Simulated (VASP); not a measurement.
Wanted: the native input for a VASP 6.6.1 run.

- Task: single point
- Functional: PBE
- Potentials or basis: VASP PAW PBE potentials, release 64 (Ti_sv, W_sv)
- Cutoff: 520 eV
- k mesh: 6 × 6 × 2
- Occupations: gaussian, width 0.1 eV
- Spin: no spin polarisation
- Dipole correction: no
- Further INCAR settings: ALGO = Normal; EDIFF = 1e-06; NBANDS = 47

The structure of Ti2W lies in POSCAR:

```
Ti2W
1.0
    2.8165785800      0.0000000000      0.0000000000
   -1.4082892900      2.4392286000      0.0000000000
    0.0000000000      0.0000000000     13.3500314200
Ti W
4 2
Direct
    0.3333333300      0.6666666700      0.9166666700
    0.3333333300      0.6666666700      0.5833333300
    0.6666666700      0.3333333300      0.0833333300
    0.6666666700      0.3333333300      0.4166666700
    0.3333333300      0.6666666700      0.2500000000
    0.6666666700      0.3333333300      0.7500000000
```

These files were run (other wordings do the same):

INCAR

```
ALGO     = Normal         # electronic algorithm
EDIFF    = 1E-6           # SCF threshold, eV
ENCUT    = 520            # plane-wave cutoff, eV
GGA      = PE             # functional
ISIF     = 2              # what is computed and relaxed
ISMEAR   = 0              # smearing method
LASPH    = T              # aspherical terms in the spheres
LCHARG   = F              # write CHGCAR
LREAL    = F              # projectors in reciprocal space
LWAVE    = F              # write WAVECAR
NBANDS   = 47             # bands
NELM     = 60             # most SCF steps
PREC     = Accurate       # precision mode
SIGMA    = 0.1            # smearing width, eV
```

KPOINTS

```
k-points
0
Gamma
  6 6 2
```

Potentials or basis: VASP PAW PBE potentials, release 64 (Ti_sv, W_sv).

Launch:

```bash
$ cat potpaw_PBE.64/Ti_sv/POTCAR potpaw_PBE.64/W_sv/POTCAR > POTCAR
$ mpirun -np 1 vasp_std > vasp.out
```

Results of the run:

| Item | Value |
| --- | --- |
| Pressure | 18.3 GPa |
| Largest force | 0.575 eV/Å |
| Band gap on the k mesh | zero (bands 38 and 39 overlap by 0.90 eV) |

Caveat: the k points lie up to 0.43 Å⁻¹ apart, too coarse for converged energies and pressures of a metal; spin-orbit coupling is left out, which moves the levels of the heavy elements.

It took 2.7 min on 1 thread of Intel Xeon 8259CL, on a shared host, peak memory 0.21 GiB.
